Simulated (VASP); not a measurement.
# MnS (Fm-3m) in VASP: further runs

Runs on MnS. Level: PBE. Tasks: single point.

All numbers are computed with VASP 6.6.1; they aren't measurements. Logs are shortened: lines on timing, memory, paths and dates and some standing lists are left out, and cuts for length are marked.

## (1) The cell of the first run

Symmetry: Fm-3m, No. 225, cubic system. The conventional cell has a = 5.016 Å, b = 5.016 Å, c = 5.016 Å, α = 90.00°, β = 90.00°, γ = 90.00°. Mn (site symmetry m-3m) has 6 S at 2.51 Å within 3.3 Å. S (site symmetry m-3m) has 6 Mn at 2.51 Å within 3.3 Å.

## (2) Single point, PBE, collinear spin, ferromagnetic start

INCAR

```
SYSTEM = MnS
PREC = Accurate
ENCUT = 520
EDIFF = 1E-7
ISMEAR = 0
SIGMA = 0.1
LREAL = .FALSE.
LASPH = .TRUE.
NELM = 150
ALGO = Normal
ISIF = 2
LWAVE = .FALSE.
LCHARG = .TRUE.
ISPIN = 2
MAGMOM = 4 0
LORBIT = 11
LMAXMIX = 4
GGA = PE
LELF = .TRUE.
LVHAR = .TRUE.
NBANDS = 20
```

KPOINTS

```
Automatic mesh
0
G
  5 5 5
  0 0 0
```

POSCAR

```
MnS
1.0
    0.0000000000      2.5081216812      2.5081216812
    2.5081216812      0.0000000000      2.5081216812
    2.5081216812      2.5081216812      0.0000000000
Mn S
1 1
Direct
    0.0000000000      0.0000000000      0.0000000000
    0.5000000000      0.5000000000      0.5000000000
```

Potentials or basis: VASP PAW PBE potentials, release 64 (Mn_pv, S).

Started as:

```bash
$ cat potpaw_PBE.64/Mn_pv/POTCAR potpaw_PBE.64/S/POTCAR > POTCAR
$ mpirun -np 1 vasp_std > vasp.out
```

OUTCAR:

```text
SYSTEM = MnS
   PREC = Accurate
   ENCUT = 520
   EDIFF = 1E-7
   ISMEAR = 0
   LREAL = .FALSE.
   LASPH = .TRUE.
   NELM = 150
   ISIF = 2
   ISPIN = 2
   LORBIT = 11
   GGA = PE

 ion  position               nearest neighbor table
   1  0.000  0.000  0.000-   2 2.51   2 2.51   2 2.51   2 2.51   2 2.51   2 2.51
   2  0.500  0.500  0.500-   1 2.51   1 2.51   1 2.51   1 2.51   1 2.51   1 2.51

  LATTYP: Found a face centered cubic cell.
 ALAT       =     5.0162433624

  Lattice vectors:

 A1 = (   0.0000000000,   2.5081216812,   2.5081216812)
 A2 = (   2.5081216812,   0.0000000000,   2.5081216812)
 A3 = (   2.5081216812,   2.5081216812,   0.0000000000)

Analysis of symmetry for initial positions (statically):
=====================================================================
 Subroutine PRICEL returns:
 Original cell was already a primitive cell.

 Routine SETGRP: Setting up the symmetry group for a
 face centered cubic supercell.

 Subroutine GETGRP returns: Found 48 space group operations
 (whereof 48 operations were pure point group operations)
 out of a pool of 48 trial point group operations.

The static configuration has the point symmetry O_h .

Analysis of symmetry for dynamics (positions and initial velocities):
=====================================================================
 Subroutine PRICEL returns:
 Original cell was already a primitive cell.

 Routine SETGRP: Setting up the symmetry group for a
 face centered cubic supercell.

 Subroutine GETGRP returns: Found 48 space group operations
 (whereof 48 operations were pure point group operations)
 out of a pool of 48 trial point group operations.

The dynamic configuration has the point symmetry O_h .

Analysis of structural, dynamic, and magnetic symmetry:
=====================================================================
 Subroutine PRICEL returns:
 Original cell was already a primitive cell.

 Routine SETGRP: Setting up the symmetry group for a
 face centered cubic supercell.

 Subroutine GETGRP returns: Found 48 space group operations
 (whereof 48 operations were pure point group operations)
 out of a pool of 48 trial point group operations.

The overall configuration has the point symmetry O_h .

 Subroutine INISYM returns: Found 48 space group operations
 (whereof 48 operations are pure point group operations),
 and found     1 'primitive' translations

----------------------------------------------------------------------------------------

                                     Primitive cell

  volume of cell :      31.5556

  direct lattice vectors                    reciprocal lattice vectors
     0.000000000  2.508121681  2.508121681    -0.199352369  0.199352369  0.199352369
     2.508121681  0.000000000  2.508121681     0.199352369 -0.199352369  0.199352369
     2.508121681  2.508121681  0.000000000     0.199352369  0.199352369 -0.199352369

  length of vectors
     3.547019698  3.547019698  3.547019698     0.345288432  0.345288432  0.345288432

  position of ions in fractional coordinates (direct lattice)
     0.000000000  0.000000000  0.000000000
     0.500000000  0.500000000  0.500000000

  ion indices of the primitive-cell ions
   primitive index   ion index
                 1           1
                 2           2

----------------------------------------------------------------------------------------

 KPOINTS: Automatic mesh

Automatic generation of k-mesh.
 Grid dimensions read from file:
 generate k-points for:    5    5    5

 Generating k-lattice:

  Cartesian coordinates                     Fractional coordinates (reciprocal lattice)
    -0.039870474  0.039870474  0.039870474     0.200000000  0.000000000  0.000000000
     0.039870474 -0.039870474  0.039870474     0.000000000  0.200000000  0.000000000
     0.039870474  0.039870474 -0.039870474     0.000000000  0.000000000  0.200000000

  Length of vectors
     0.069057686  0.069057686  0.069057686

  Shift w.r.t. Gamma in fractional coordinates (k-lattice)
     0.000000000  0.000000000  0.000000000

 Subroutine IBZKPT returns following result:
 ===========================================

 Found     10 irreducible k-points:

 Following reciprocal coordinates:
            Coordinates               Weight
  0.000000  0.000000  0.000000      1.000000
  0.200000  0.000000  0.000000      8.000000
  0.400000  0.000000  0.000000      8.000000
  0.200000  0.200000  0.000000      6.000000
  0.400000  0.200000  0.000000     24.000000
 -0.400000  0.200000  0.000000     24.000000
 -0.200000  0.200000  0.000000     12.000000
  0.400000  0.400000  0.000000      6.000000
 -0.400000  0.400000  0.000000     12.000000
 -0.400000  0.400000  0.200000     24.000000
   k-points           NKPTS =     10   k-points in BZ     NKDIM =     10   number of bands    NBANDS=     20
   number of dos      NEDOS =    301   number of ions     NIONS =      2
   total plane-waves  NPLWV =  21952
   dimension x,y,z NGX =    28 NGY =   28 NGZ =   28
   dimension x,y,z NGXF=    56 NGYF=   56 NGZF=   56
   ions per type =               1   1
   NGX,Y,Z   is equivalent  to a cutoff of  13.12, 13.12, 13.12 a.u.
   NGXF,Y,Z  is equivalent  to a cutoff of  26.25, 26.25, 26.25 a.u.
 SYSTEM =  MnS
   PREC   = accura    normal or accurate (medium, high low for compatibility)
   ISTART =      0    job   : 0-new  1-cont  2-samecut
   ICHARG =      2    charge: 1-file 2-atom 10-const
   ISPIN  =      2    spin polarized calculation?
   LNONCOLLINEAR =      F non collinear calculations
   LSORBIT =      F    spin-orbit coupling
   LASPH  =      T    aspherical Exc in radial PAW
   ENCUT  =  520.0 eV  38.22 Ry    6.18 a.u.   6.60  6.60  6.60*2*pi/ulx,y,z
   NELM   =    150;   NELMIN=  2; NELMDL= -5     # of ELM steps
   EDIFF  = 0.1E-06   stopping-criterion for ELM
   LREAL  =      F    real-space projection
   EDIFFG = 0.1E-05   stopping-criterion for IOM
   NSW    =      0    number of steps for IOM
   IBRION =     -1    ionic relax: 0-MD 1-quasi-New 2-CG
   NFREE  =      0    steps in history (QN), initial steepest desc. (CG)
   ISIF   =      2    stress and relaxation
   ISYM   =      2    0-nonsym 1-usesym 2-fastsym
   POTIM  = 0.5000    time-step for ionic-motion
   TEBEG  =    0.0;   TEEND  =   0.0 temperature during run
   PSTRESS=    0.0 pullay stress
   NELECT =      19.0000    total number of electrons
   NUPDOWN=      -1.0000    fix difference up-down
   EMIN   =  10.00;   EMAX   =-10.00  energy-range for DOS
   EFERMI =   0.00;   METHOD = LEGACY
   ISMEAR =     0;   SIGMA  =   0.10  broadening in eV -4-tet -1-fermi 0-gaus
   EFERMI_NEDOS =   21; number of points for ismear=-14 and -15
   IALGO  =     38    algorithm
   IMIX   =      4    mixing-type and parameters
     AMIX     =   0.40;   BMIX     =  1.00
     AMIX_MAG =   1.60;   BMIX_MAG =  1.00
  volume/ion in A,a.u.               =      15.78       106.47
  Fermi-wavevector in a.u.,A,eV,Ry     =   1.382401  2.612359 26.001183  1.911033
  Thomas-Fermi vector in A             =   2.507096
   LORBIT       =     11    0 simple, 1 ext, 2 COOP (PROOUT), +10 PAW based schemes
   GGA     = PE    functional components
   LHFCALC =     F    Hartree Fock is set to
   AEXX    =    0.0000 exact exchange contribution
   IVDW    =     0    specifies the selected vdW correction
   LEPSILON=     F    determine dielectric tensor
   LRPA    =     F    only Hartree local field effects (RPA)
 spin polarized calculation
 Gauss-broadening in eV      SIGMA  =   0.10
  energy-cutoff  :      520.00
  volume of cell :       31.56
 maximum number of plane-waves:       872
 NGX is ok and might be reduce to    28
   NGX = 13   NGY = 13   NGZ = 13

 number of electron      19.0000005 magnetization       4.1737416

 Free energy of the ion-electron system (eV)
  ---------------------------------------------------
  ext. energy  EPLUGINS =         0.00000000
  ---------------------------------------------------
  free energy    TOTEN  =       -14.10611499 eV

  energy without entropy =      -14.10446409  energy(sigma->0) =      -14.10528954

 E-fermi :   7.9655     XC(G=0): -11.2313

 val. band max:        7.9615387380   @ k =   0.0000   0.0000   0.0000
 cond. band min:       8.1190082957   @ k =  -0.4000   0.2000   0.0000
 fundamental gap:      0.1574695577
 Fermi energy:         7.9654649146

 spin component 1

 k-point     1 :       0.0000    0.0000    0.0000
  band No.  band energies     occupation
      1     -42.5046      1.00000
      2     -42.5046      1.00000
      3     -42.5046      1.00000
      4      -7.4630      1.00000
      5       4.6087      1.00000
      6       4.6087      1.00000
[... 12 lines left out ...]
     19      20.2970      0.00000
     20      21.2973      0.00000
[... 185 lines left out ...]
 k-point    10 :      -0.4000    0.4000    0.2000
  band No.  band energies     occupation
      1     -42.5154      1.00000
      2     -42.5122      1.00000
      3     -42.5092      1.00000
      4      -5.6699      1.00000
      5       1.4086      1.00000
      6       2.4517      1.00000
[... 12 lines left out ...]
     19      24.6255      0.00000
     20      25.1980      0.00000
 Fermi energy:         7.9654649146

 spin component 2

 k-point     1 :       0.0000    0.0000    0.0000
  band No.  band energies     occupation
      1     -38.3982      1.00000
      2     -38.3982      1.00000
      3     -38.3982      1.00000
      4      -7.2388      1.00000
      5       6.0565      1.00000
      6       6.0565      1.00000
[... 12 lines left out ...]
     19      21.2906      0.00000
     20      22.8261      0.00000
[... 185 lines left out ...]
 k-point    10 :      -0.4000    0.4000    0.2000
  band No.  band energies     occupation
      1     -38.4123      1.00000
      2     -38.4081      1.00000
      3     -38.4041      1.00000
      4      -5.4938      1.00000
      5       1.9315      1.00000
      6       3.0059      1.00000
[... 12 lines left out ...]
     19      25.3223      0.00000
     20      25.7211      0.00000

------------------------ aborting loop because EDIFF is reached ----------------------------------------

  FORCE on cell =-STRESS in cart. coord.  units (eV):
  Direction    XX          YY          ZZ          XY          YZ          ZX
  --------------------------------------------------------------------------------------
  -------------------------------------------------------------------------------------
  Total        0.1665314      0.1665314      0.1665314     -0.0000000      0.0000000     -0.0000000
  in kB        8.4553391      8.4553391      8.4553391     -0.0000000      0.0000000     -0.0000000
  external PRESSURE =       8.4553391 kB  Pullay stress =       0.0000000 kB

 VOLUME and BASIS-vectors are now :
 -----------------------------------------------------------------------------
  energy-cutoff  :      520.00
  volume of cell :       31.56
      direct lattice vectors                 reciprocal lattice vectors
     0.000000000  2.508121681  2.508121681    -0.199352369  0.199352369  0.199352369
     2.508121681  0.000000000  2.508121681     0.199352369 -0.199352369  0.199352369
     2.508121681  2.508121681  0.000000000     0.199352369  0.199352369 -0.199352369

 POSITION                                       TOTAL-FORCE (eV/Angst)
 -----------------------------------------------------------------------------------
      0.00000      0.00000      0.00000        -0.000000     -0.000000     -0.000000
      2.50812      2.50812      2.50812         0.000000      0.000000      0.000000
 -----------------------------------------------------------------------------------
    total drift:                               -0.000000      0.000000      0.000000

  FREE ENERGIE OF THE ION-ELECTRON SYSTEM (eV)
  ---------------------------------------------------
  free  energy   TOTEN  =       -14.1061149856 eV

  energy  without entropy=      -14.1044640921  energy(sigma->0) =      -14.10528954

 total charge

# of ion       s       p       d       tot
------------------------------------------
    1        0.236   6.195   5.004  11.434
    2        1.332   2.404   0.000   3.736
--------------------------------------------------
tot          1.567   8.598   5.004  15.169

 magnetization (x)

# of ion       s       p       d       tot
------------------------------------------
    1        0.051   0.040   3.787   3.878
    2        0.027   0.021   0.000   0.048
--------------------------------------------------
tot          0.078   0.061   3.787   3.926
```

It took 35 s on 1 thread of AMD EPYC 7R43 (Zen 3), shared host; peak memory 0.12 GiB.

Results:

```
Free energy                                           : -14.1061 eV
Pressure                                              : 0.8 GPa
Net moment                                            : 4.17 μB per cell
Site moments                                          : Mn +3.88; S +0.05 μB
Valence electrons inside the program's atomic spheres : Mn 11.43; S 3.74
```

Caveat: the k points lie up to 0.43 Å⁻¹ apart; a cell with one magnetic atom can't hold antiferromagnetic order, which such compounds often take; semilocal functionals often make such compounds metallic where correlation or magnetic order opens a gap, which also shifts bond lengths. With open d or f shells a metallic result of PBE can be an artefact of self-interaction; +U or a hybrid may open a gap.

## (3) Single point, PBE, collinear spin, ferromagnetic start

This run uses another cell than the first one, of 15.97 Å³/atom, 1.012 times its volume.

INCAR

```
SYSTEM = MnS
PREC = Accurate
ENCUT = 520
EDIFF = 1E-7
ISMEAR = 0
SIGMA = 0.1
LREAL = .False.
LASPH = .True.
NELM = 150
ALGO = Normal
ISIF = 2
LWAVE = .False.
LCHARG = .True.
ISPIN = 2
MAGMOM = 4 0
LORBIT = 11
LMAXMIX = 4
GGA = PE
LELF = .True.
LVHAR = .True.
NBANDS = 20
```

KPOINTS

```
Automatic mesh
0
Gamma
  5 5 5
  0 0 0
```

POSCAR

```
MnS
1.0
    0.0000000000      2.5180113761      2.5180113761
    2.5180113761      0.0000000000      2.5180113761
    2.5180113761      2.5180113761      0.0000000000
Mn S
1 1
Direct
    0.0000000000      0.0000000000      0.0000000000
    0.5000000000      0.5000000000      0.5000000000
```

Potentials or basis: VASP PAW PBE potentials, release 64 (Mn_pv, S).

Started as:

```bash
$ cat potpaw_PBE.64/Mn_pv/POTCAR potpaw_PBE.64/S/POTCAR > POTCAR
$ mpirun -np 1 vasp_std > vasp.out
```

Run time: 35 s. Hardware: 1 thread of AMD EPYC 7R43 (Zen 3), shared host; peak memory 0.13 GiB.

The run converged. Its results:

| Item | Value |
| --- | --- |
| Free energy | -14.1070 eV |
| Pressure | -0.2 GPa |
| Net moment | 4.19 μB per cell |
| Site moments | Mn +3.89; S +0.05 μB |
| Valence electrons inside the program's atomic spheres | Mn 11.42; S 3.73 |

Levels at points of the mesh, in eV from the Fermi level:
Spin up:
| k point | band 10 | band 11 | band 12 | band 13 | band 14 | band 15 |
| --- | --- | --- | --- | --- | --- | --- |
| (0.00, 0.00, 0.00) | -2.05 | -2.05 | -2.05 | 2.52 | 8.83 | 8.83 |
Spin down:
| k point | band 3 | band 4 | band 5 | band 6 | band 7 | band 8 | band 9 | band 10 | band 11 | band 12 |
| --- | --- | --- | --- | --- | --- | --- | --- | --- | --- | --- |
| (0.00, 0.00, 0.00) | -46.36 | -15.13 | -1.91 | -1.91 | -1.91 | -0.08 | -0.08 | -0.08 | 0.02 | 0.02 |

Caveat: the k points lie up to 0.43 Å⁻¹ apart; a cell with one magnetic atom can't hold antiferromagnetic order, which such compounds often take; semilocal functionals often make such compounds metallic where correlation or magnetic order opens a gap, which also shifts bond lengths. With open d or f shells a metallic result of PBE can be an artefact of self-interaction; +U or a hybrid may open a gap.

[end of part 1 of 2]
